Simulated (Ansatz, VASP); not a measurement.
Two plane-wave programs on In2O

INCAR

```
SYSTEM = In2O
ALGO = Normal
EDIFF = 1E-6
ENCUT = 600
GGA = PE
GGA_COMPAT = .FALSE.
ISIF = 2
ISMEAR = 0
ISPIN = 2
LASPH = .TRUE.
LCHARG = .TRUE.
LELF = .TRUE.
LORBIT = 11
LREAL = .FALSE.
LVHAR = .TRUE.
LWAVE = .FALSE.
MAGMOM = 0 0 0 0 1 1
NBANDS = 45
NELM = 200
PREC = Accurate
SIGMA = 0.1
```

The input KPOINTS:

```
k-points
0
G
  4 4 4
  0 0 0
```

Contents of POSCAR:

```
In2O
1.0
    0.0000000000      4.1421348478      4.1421348478
    4.1421348478      0.0000000000      4.1421348478
    4.1421348478      4.1421348478      0.0000000000
In O
4 2
Direct
    0.1250000000      0.1250000000      0.1250000000
    0.6250000000      0.1250000000      0.1250000000
    0.1250000000      0.1250000000      0.6250000000
    0.1250000000      0.6250000000      0.1250000000
    0.5000000000      0.5000000000      0.5000000000
    0.7500000000      0.7500000000      0.7500000000
```

Input for Ansatz:

```yaml
crystal:
  lattice:
    - [0.0, 4.1421348478, 4.1421348478]
    - [4.1421348478, 0.0, 4.1421348478]
    - [4.1421348478, 4.1421348478, 0.0]
  atoms:
    - { symbol: In, position: [0.125, 0.125, 0.125] }
    - { symbol: In, position: [0.625, 0.125, 0.125] }
    - { symbol: In, position: [0.125, 0.125, 0.625] }
    - { symbol: In, position: [0.125, 0.625, 0.125] }
    - { symbol: O, position: [0.5, 0.5, 0.5], spin: 1.0 }
    - { symbol: O, position: [0.75, 0.75, 0.75], spin: 1.0 }
basis:
  ecutwfc: 420
kpoints:
  mp_grid: { grid: [4, 4, 4] }
hamiltonian:
  xc: pbe
scf:
  occupations: { method: gaussian, width: 0.1 }
  lower_state_search: "off"
output:
  forces: true
  stress: true
  eigenvalues: true
  populations: true
magnetization:
  spin_polarized: true
```

Change from the starting cell: species swapped into the MgCu2 type (Fd-3m, No. 227).

Alike in both runs: task single point; functional PBE; k mesh 4 × 4 × 4; occupations gaussian, width 0.1 eV; collinear spin.

```csv
,VASP,Ansatz
version,VASP 6.6.1,Ansatz 0.2.0
potentials or method,"VASP PAW PBE potentials, release 64 (In_d, O), cutoff 600 eV","scalar-relativistic, plane waves, PAW"
valence electrons in the cell,64,64
```

```tsv
	VASP	Ansatz	Ansatz less VASP
gap on the k mesh at the Fermi level (eV)	none	none	-
pressure (GPa)	0.1	0.5	+0.46
net moment per atom (μB)	0.00	0.11	+0.112
size of the moment on the site where the two differ most (μB)	0.00	0.48	+0.480
```

The net moments are unlike, so the other rows may belong to different states. Site moments also hang on the region over which each program counts them. A gap of «none» marks a metal or a gap that the smearing closes.
